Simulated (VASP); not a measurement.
# Zr2B3 (P-3m1) in VASP: relaxation of cell and atoms with PBE

Aim: the relaxation of cell and atoms of Zr2B3 with PBE.

All numbers are computed with VASP 6.6.1; they aren't measurements. Logs are shortened: lines on timing, memory, paths and dates and some standing lists are left out, and cuts for length are marked.

## (1) The cell of the first run

Symmetry: P-3m1, No. 164, trigonal system. Conventional cell: a = 3.240 Å, b = 3.240 Å, c = 7.257 Å, α = 90.00°, β = 90.00°, γ = 120.00°. Zr (site symmetry 3m) has 7 B at 2.38 to 2.63 Å within 3.1 Å. Within 3.3 Å of B (site symmetry -3m) lie 6 Zr at 2.40 Å and 6 B at 3.24 Å. B (site symmetry 3m) has 3 B at 1.94 Å and 4 Zr at 2.38 to 2.63 Å within 2.7 Å.

## (2) Relaxation of cell and atoms, PBE

INCAR

```
SYSTEM = Zr2B3
  PREC = Accurate
  ENCUT = 600
  EDIFF = 1E-7
  ISMEAR = 0
  SIGMA = 0.1
  LREAL = .FALSE.
  LASPH = .TRUE.
  NELM = 60
  ALGO = Normal
  ISIF = 3
  LWAVE = .FALSE.
  LCHARG = .FALSE.
  GGA = PE
  IBRION = 2
  NSW = 100
  EDIFFG = -0.01
```

KPOINTS

```
regular mesh
0
G
  15 15 6
  0 0 0
```

POSCAR

```
Zr2B3
1.0
    3.2397898066      0.0000000000      0.0000000000
   -1.6198949033      2.8057402754      0.0000000000
    0.0000000000      0.0000000000      7.2565946504
Zr B
2 3
Direct
    0.3333333333      0.6666666667      0.2083223669
    0.6666666667      0.3333333333      0.7916776331
    0.0000000000      0.0000000000      0.0000000000
    0.3333333333      0.6666666667      0.5359717208
    0.6666666667      0.3333333333      0.4640282792
```

Potentials or basis: VASP PAW PBE potentials, release 64 (Zr_sv, B).

Started as:

```console
$ cat potpaw_PBE.64/Zr_sv/POTCAR potpaw_PBE.64/B/POTCAR > POTCAR
$ mpirun -np 1 vasp_std > vasp.out
```

OUTCAR:

```text
SYSTEM = Zr2B3
   PREC = Accurate
   ENCUT = 600
   EDIFF = 1E-7
   ISMEAR = 0
   LREAL = .FALSE.
   LASPH = .TRUE.
   NELM = 60
   ISIF = 3
   GGA = PE
   IBRION = 2
   NSW = 100
   EDIFFG = -0.01

 ion  position               nearest neighbor table
   1  0.333  0.667  0.208-   4 2.38   3 2.40   3 2.40   3 2.40   5 2.63   5 2.63   5 2.63   2 3.56
                             2 3.56   2 3.56
   2  0.667  0.333  0.792-   5 2.38   3 2.40   3 2.40   3 2.40   4 2.63   4 2.63   4 2.63   1 3.56
                             1 3.56   1 3.56
   3  0.000  0.000  0.000-   1 2.40   2 2.40   1 2.40   2 2.40   2 2.40   1 2.40
   4  0.333  0.667  0.536-   5 1.94   5 1.94   5 1.94   1 2.38   2 2.63   2 2.63   2 2.63
   5  0.667  0.333  0.464-   4 1.94   4 1.94   4 1.94   2 2.38   1 2.63   1 2.63   1 2.63

  LATTYP: Found a hexagonal cell.
 ALAT       =     3.2397898066
 C/A-ratio  =     2.2398350151

  Lattice vectors:

 A1 = (   3.2397898066,   0.0000000000,   0.0000000000)
 A2 = (  -1.6198949033,   2.8057402754,   0.0000000000)
 A3 = (   0.0000000000,   0.0000000000,   7.2565946504)

Analysis of symmetry for initial positions (statically):
=====================================================================
 Subroutine PRICEL returns:
 Original cell was already a primitive cell.

 Routine SETGRP: Setting up the symmetry group for a
 hexagonal supercell.

 Subroutine GETGRP returns: Found 12 space group operations
 (whereof 12 operations were pure point group operations)
 out of a pool of 24 trial point group operations.

The static configuration has the point symmetry D_3d.

Analysis of symmetry for dynamics (positions and initial velocities):
=====================================================================
 Subroutine PRICEL returns:
 Original cell was already a primitive cell.

 Routine SETGRP: Setting up the symmetry group for a
 hexagonal supercell.

 Subroutine GETGRP returns: Found 12 space group operations
 (whereof 12 operations were pure point group operations)
 out of a pool of 24 trial point group operations.

The dynamic configuration has the point symmetry D_3d.

 Subroutine INISYM returns: Found 12 space group operations
 (whereof 12 operations are pure point group operations),
 and found     1 'primitive' translations

----------------------------------------------------------------------------------------

                                     Primitive cell

  volume of cell :      65.9625

  direct lattice vectors                    reciprocal lattice vectors
     3.239789807  0.000000000  0.000000000     0.308662000  0.178206089  0.000000000
    -1.619894903  2.805740275  0.000000000     0.000000000  0.356412177  0.000000000
     0.000000000  0.000000000  7.256594650     0.000000000  0.000000000  0.137805685

  length of vectors
     3.239789807  3.239789807  7.256594650     0.356412177  0.356412177  0.137805685

  position of ions in fractional coordinates (direct lattice)
     0.333333333  0.666666667  0.208322367
     0.666666667  0.333333333  0.791677633
     0.000000000  0.000000000  0.000000000
     0.333333333  0.666666667  0.535971721
     0.666666667  0.333333333  0.464028279

  ion indices of the primitive-cell ions
   primitive index   ion index
                 1           1
                 2           2
                 3           3
                 4           4
                 5           5

----------------------------------------------------------------------------------------

 KPOINTS: regular mesh

Automatic generation of k-mesh.
 Grid dimensions read from file:
 generate k-points for:   15   15    6

 Generating k-lattice:

  Cartesian coordinates                     Fractional coordinates (reciprocal lattice)
     0.020577467  0.011880406  0.000000000     0.066666667 -0.000000000  0.000000000
     0.000000000  0.023760812  0.000000000     0.000000000  0.066666667  0.000000000
     0.000000000  0.000000000  0.022967614     0.000000000  0.000000000  0.166666667

  Length of vectors
     0.023760812  0.023760812  0.022967614

  Shift w.r.t. Gamma in fractional coordinates (k-lattice)
     0.000000000  0.000000000  0.000000000

 Subroutine IBZKPT returns following result:
 ===========================================

 Found    146 irreducible k-points:

 Following reciprocal coordinates:
            Coordinates               Weight
  0.000000  0.000000  0.000000      1.000000
  0.066667  0.000000  0.000000      6.000000
  0.133333  0.000000  0.000000      6.000000
  0.200000  0.000000  0.000000      6.000000
  0.266667  0.000000  0.000000      6.000000
  0.333333 -0.000000  0.000000      6.000000
[... 16 lines left out ...]
  0.333333  0.200000  0.000000     12.000000
  0.400000  0.200000  0.000000      6.000000
 [... further k-points ...]
   k-points           NKPTS =    146   k-points in BZ     NKDIM =    146   number of bands    NBANDS=     20
   number of dos      NEDOS =    301   number of ions     NIONS =      5
   total plane-waves  NPLWV =  47040
   dimension x,y,z NGX =    28 NGY =   28 NGZ =   60
   dimension x,y,z NGXF=    56 NGYF=   56 NGZF=  120
   ions per type =               2   3
   NGX,Y,Z   is equivalent  to a cutoff of  14.37, 14.37, 13.75 a.u.
   NGXF,Y,Z  is equivalent  to a cutoff of  28.74, 28.74, 27.49 a.u.
 SYSTEM =  Zr2B3
   PREC   = accura    normal or accurate (medium, high low for compatibility)
   ISTART =      0    job   : 0-new  1-cont  2-samecut
   ICHARG =      2    charge: 1-file 2-atom 10-const
   ISPIN  =      1    spin polarized calculation?
   LNONCOLLINEAR =      F non collinear calculations
   LSORBIT =      F    spin-orbit coupling
   LASPH  =      T    aspherical Exc in radial PAW
   ENCUT  =  600.0 eV  44.10 Ry    6.64 a.u.   6.47  6.47 14.49*2*pi/ulx,y,z
   NELM   =     60;   NELMIN=  2; NELMDL= -5     # of ELM steps
   EDIFF  = 0.1E-06   stopping-criterion for ELM
   LREAL  =      F    real-space projection
   EDIFFG = -.1E-01   stopping-criterion for IOM
   NSW    =    100    number of steps for IOM
   IBRION =      2    ionic relax: 0-MD 1-quasi-New 2-CG
   NFREE  =      1    steps in history (QN), initial steepest desc. (CG)
   ISIF   =      3    stress and relaxation
   ISYM   =      2    0-nonsym 1-usesym 2-fastsym
   POTIM  = 0.5000    time-step for ionic-motion
   TEBEG  =    0.0;   TEEND  =   0.0 temperature during run
   PSTRESS=    0.0 pullay stress
   NELECT =      33.0000    total number of electrons
   NUPDOWN=      -1.0000    fix difference up-down
   EMIN   =  10.00;   EMAX   =-10.00  energy-range for DOS
   EFERMI =   0.00;   METHOD = LEGACY
   ISMEAR =     0;   SIGMA  =   0.10  broadening in eV -4-tet -1-fermi 0-gaus
   EFERMI_NEDOS =   21; number of points for ismear=-14 and -15
   IALGO  =     38    algorithm
   IMIX   =      4    mixing-type and parameters
     AMIX     =   0.40;   BMIX     =  1.00
     AMIX_MAG =   1.60;   BMIX_MAG =  1.00
  volume/ion in A,a.u.               =      13.19        89.03
  Fermi-wavevector in a.u.,A,eV,Ry     =   1.299612  2.455911 22.980127  1.688992
  Thomas-Fermi vector in A             =   2.430865
   LORBIT       =      0    0 simple, 1 ext, 2 COOP (PROOUT), +10 PAW based schemes
   GGA     = PE    functional components
   LHFCALC =     F    Hartree Fock is set to
   AEXX    =    0.0000 exact exchange contribution
   IVDW    =     0    specifies the selected vdW correction
   LEPSILON=     F    determine dielectric tensor
   LRPA    =     F    only Hartree local field effects (RPA)
 conjugate gradient relaxation of ions
 non-spin polarized calculation
 Gauss-broadening in eV      SIGMA  =   0.10
  energy-cutoff  :      600.00
  volume of cell :       65.96
 maximum number of plane-waves:      2237
 NGX is ok and might be reduce to    28
   NGX = 13   NGY = 13   NGZ = 29

--------------------------------------- Ionic step        1  -------------------------------------------

 number of electron      33.0000000 magnetization

 Free energy of the ion-electron system (eV)
  ---------------------------------------------------
  ext. energy  EPLUGINS =         0.00000000
  ---------------------------------------------------
  free energy    TOTEN  =       -38.14188620 eV

  energy without entropy =      -38.12848464  energy(sigma->0) =      -38.13518542

------------------------ aborting loop because EDIFF is reached ----------------------------------------

  FORCE on cell =-STRESS in cart. coord.  units (eV):
  Direction    XX          YY          ZZ          XY          YZ          ZX
  --------------------------------------------------------------------------------------
  -------------------------------------------------------------------------------------
  Total        0.1134825      0.1134825     -0.0712936      0.0000000      0.0000000     -0.0000000
  in kB        2.7564012      2.7564012     -1.7316649      0.0000000      0.0000000     -0.0000000
  external PRESSURE =       1.2603792 kB  Pullay stress =       0.0000000 kB
[... 141 lines left out ...]
  energy  without entropy=      -38.1287530430  energy(sigma->0) =      -38.13546838

--------------------------------------- Ionic step        5  -------------------------------------------

 number of electron      33.0000000 magnetization

 Free energy of the ion-electron system (eV)
  ---------------------------------------------------
  ext. energy  EPLUGINS =         0.00000000
  ---------------------------------------------------
  free energy    TOTEN  =       -38.14219131 eV

  energy without entropy =      -38.12875603  energy(sigma->0) =      -38.13547367

 E-fermi :   7.5043     XC(G=0): -11.4993

 val. band max:        7.4954953178   @ k =  -0.0667   0.2000   0.3333
 cond. band min:       7.5061903889   @ k =   0.0000   0.0000   0.0000
 fundamental gap:      0.0106950711
 Fermi energy:         7.5043258965

 k-point     1 :       0.0000    0.0000    0.0000
  band No.  band energies     occupation
      1     -40.2643      2.00000
      2     -40.2413      2.00000
      3     -18.5362      2.00000
      4     -18.2513      2.00000
      5     -18.0114      2.00000
      6     -18.0114      2.00000
[... 12 lines left out ...]
     19       9.5908      0.00000
[... 513 lines left out ...]
      4     -18.6180      2.00000
      5     -18.3528      2.00000
      6     -18.3212      2.00000
[... 12 lines left out ...]
     19       9.4166      0.00000
     20      11.6585      0.00000

 [... further k-points ...]

------------------------ aborting loop because EDIFF is reached ----------------------------------------

  FORCE on cell =-STRESS in cart. coord.  units (eV):
  Direction    XX          YY          ZZ          XY          YZ          ZX
  --------------------------------------------------------------------------------------
  -------------------------------------------------------------------------------------
  Total       -0.0014996     -0.0014996      0.0258442      0.0000000      0.0000000      0.0000000
  in kB       -0.0363838     -0.0363838      0.6270394      0.0000000      0.0000000      0.0000000
  external PRESSURE =       0.1847573 kB  Pullay stress =       0.0000000 kB
[... 20 lines left out ...]
  FREE ENERGIE OF THE ION-ELECTRON SYSTEM (eV)
  ---------------------------------------------------
  free  energy   TOTEN  =       -38.1421913087 eV

  energy  without entropy=      -38.1287560301  energy(sigma->0) =      -38.13547367

 reached required accuracy - stopping structural energy minimisation
```

It took 23 min on 1 thread of Intel Xeon 8259CL, shared host; peak memory 0.37 GiB.

Results:

```
Free energy                           : -38.1422 eV
Relaxed volume                        : 13.21 Å³/atom
Relaxed cell                          : a = 3.244 Å, b = 3.244 Å, c = 7.246 Å, α = 90.00°, β = 90.00°, γ = 120.00°
Space group after relaxing (to 0.1 Å) : P-3m1 (No. 164)
Energy gained by relaxing             : 0.1 meV/atom
Ionic steps                           : 5
Pressure after relaxing               : 0.0 GPa
Largest force after relaxing          : 0.006 eV/Å
Band gap on the k mesh                : zero (an odd number of electrons rules out a gap without spin polarisation)
```

Forces in eV/Å, atoms in the order of the input:
```
Zr   0.000  0.000 -0.006
Zr   0.000  0.000  0.006
B    0.000  0.000  0.000
B    0.000  0.000  0.002
B    0.000  0.000 -0.002
```

Step by step:
| step | energy change (eV) | largest force (eV/Å) | pressure (GPa) | volume (Å³) |
| --- | --- | --- | --- | --- |
| 1 | 0.0000 | 0.0278 | 0.13 | 65.96 |
| 2 | -0.0002 | 0.0199 | -0.07 | 66.06 |
| 3 | -0.0003 | 0.0177 | -0.13 | 66.09 |
| 4 | -0.0003 | 0.0010 | 0.08 | 66.01 |
| 5 | -0.0003 | 0.0058 | 0.02 | 66.04 |

Final structure:
```yaml
crystal:
  lattice:
    - [3.24398, 0.00000, 0.00000]
    - [-1.62199, 2.80937, 0.00000]
    - [0.00000, 0.00000, 7.24591]
  atoms:
    - { symbol: Zr, position: [0.33333, 0.66667, 0.20796] }
    - { symbol: Zr, position: [0.66667, 0.33333, 0.79204] }
    - { symbol: B, position: [0.00000, 0.00000, 0.00000] }
    - { symbol: B, position: [0.33333, 0.66667, 0.53621] }
    - { symbol: B, position: [0.66667, 0.33333, 0.46379] }
```

Levels at points of the mesh, in eV from the Fermi level:
```
           k point  band 15  band 16  band 17  band 18  band 19  band 20
(0.00, 0.00, 0.00)     0.00     0.37     0.37     2.09     2.09     3.53
(0.00, 0.00, 0.50)    -0.14     1.55     1.55     1.63     1.63     3.37
```

Caveat: an odd number of electrons without spin polarisation forces a metal; a magnetic or distorted state may lie lower.
